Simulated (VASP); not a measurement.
Input of a VASP 6.6.1 run:

The input INCAR:

```
PREC = Accurate ; ENCUT = 520
EDIFF = 1E-7 ; ISMEAR = 0
SIGMA = 0.1 ; LREAL = False
LASPH = True ; NELM = 60
ALGO = Normal ; ISIF = 2
LWAVE = False ; LCHARG = False
LDIPOL = True ; IDIPOL = 3
DIPOL = 0.5 0.5 0.309 ; NBANDS = 38
```

KPOINTS

```
Automatic mesh
0
Gamma
  6 3 1
```

The input POSCAR:

```
HC6
1.0
    4.8895256614      0.0000000000      0.0000000000
   -1.2223814153      8.7849592876      0.0000000000
    0.0000000000      0.0000000000     22.7474729025
C H
12 2
Direct
    0.0193612757      0.0774451030      0.1758437088
    0.5193612758      0.0774451030      0.1758437088
    0.2742015947      0.0968063788      0.2059542860
    0.7742015947      0.0968063788      0.2059542860
    0.2838822326      0.1355289303      0.2661754406
    0.7838822326      0.1355289303      0.2661754406
    0.0386279421      0.1545151615      0.2955067254
    0.5386279421      0.1545151615      0.2955067254
    0.0488684834      0.1954807970      0.3583587359
    0.5488684834      0.1954807970      0.3583587359
    0.3031723044      0.2126952264      0.3845470194
    0.8031723044      0.2126952264      0.3845470194
    0.0488684834      0.1588387656      0.4746669201
    0.0488684834      0.2321228284      0.4746669201
```

Potentials or basis: VASP PAW LDA potentials, release 64 (C, H).

The run is started by

```console
$ cat potpaw_LDA.64/C/POTCAR potpaw_LDA.64/H/POTCAR > POTCAR
$ mpirun -np 1 vasp_std > vasp.out
```

Estimate the band gap on the k mesh.

0.05 eV (least direct gap 0.07 eV).

What does it give for the largest force?

5.989 eV/Å.

Forces on the atoms (eV/Å):
```
C   -0.001  0.393  1.625
C    0.001  0.404  1.551
C    0.050 -0.799 -3.143
C   -0.050 -0.799 -3.142
C    0.139  0.346  1.393
C   -0.139  0.347  1.395
C    0.002  0.156  0.265
C   -0.001  0.017  0.001
C    0.000  0.160  0.527
C    0.000 -0.166 -0.765
C    0.500 -0.087  0.254
C   -0.496 -0.054  0.273
H    0.876 -5.840 -0.076
H   -0.880  5.922 -0.159
```
